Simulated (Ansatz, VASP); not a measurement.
## Two plane-wave programs on W

The input INCAR:

```
ALGO = Normal ; DIPOL = 0.5 0.5 0.500
EDIFF = 1E-6 ; ENCUT = 520
GGA = PE ; IDIPOL = 3
ISIF = 2 ; ISMEAR = 0
LASPH = T ; LCHARG = F
LDIPOL = T ; LREAL = F
LWAVE = F ; NBANDS = 43
NELM = 60 ; PREC = Accurate
SIGMA = 0.1
```

Contents of KPOINTS:

```
k-points
0
Gamma
  12 12 1
```

File POSCAR:

```
W
1.0
    2.8545944811      0.0000000000      0.0000000000
   -1.4272972405      2.4721513381      0.0000000000
    0.0000000000      0.0000000000     24.3230665350
W
5
Direct
    0.6666666667      0.3333333333      0.3083492778
    0.3333333333      0.6666666667      0.4041746389
    0.0000000000      0.0000000000      0.5000000000
    0.6666666667      0.3333333333      0.5958253611
    0.3333333333      0.6666666667      0.6916507222
```

Input for Ansatz:

```yaml
crystal:
  lattice:
    - [2.8545944811, 0.0, 0.0]
    - [-1.4272972405, 2.4721513381, 0.0]
    - [0.0, 0.0, 24.323066535]
  atoms:
    - { symbol: W, position: [0.6666666667, 0.3333333333, 0.3083492778] }
    - { symbol: W, position: [0.3333333333, 0.6666666667, 0.4041746389] }
    - { symbol: W, position: [0.0, 0.0, 0.5] }
    - { symbol: W, position: [0.6666666667, 0.3333333333, 0.5958253611] }
    - { symbol: W, position: [0.3333333333, 0.6666666667, 0.6916507222] }
basis:
  ecutwfc: 700
kpoints:
  mp_grid: { grid: [12, 12, 1] }
hamiltonian:
  xc: pbe
scf:
  occupations: { method: gaussian, width: 0.1 }
output:
  forces: true
  stress: true
  eigenvalues: true
efield:
  axis: 3
  dipole_correction: true
  ramp_width: 0.04
```

Alike in both runs: task single point; functional PBE; k mesh 12 × 12 × 1; occupations gaussian, width 0.1 eV; no spin polarisation.

```csv
,VASP,Ansatz
version,VASP 6.6.1,Ansatz 0.2.0
potentials or method,"VASP PAW PBE potentials, release 64 (W_sv), cutoff 520 eV","scalar-relativistic, plane waves, PAW"
valence electrons in the cell,70,70
```

|  | VASP | Ansatz | Ansatz less VASP |
| --- | --- | --- | --- |
| gap on the k mesh at the Fermi level (eV) | none | none | - |
| rms of the force components (eV/Å) | 0.103 | 0.098 | -0.0047 |

Atom by atom the forces differ by 0.009 eV/Å (rms over components). A gap of «none» marks a metal or a gap that the smearing closes.

Spin-orbit coupling is off throughout.
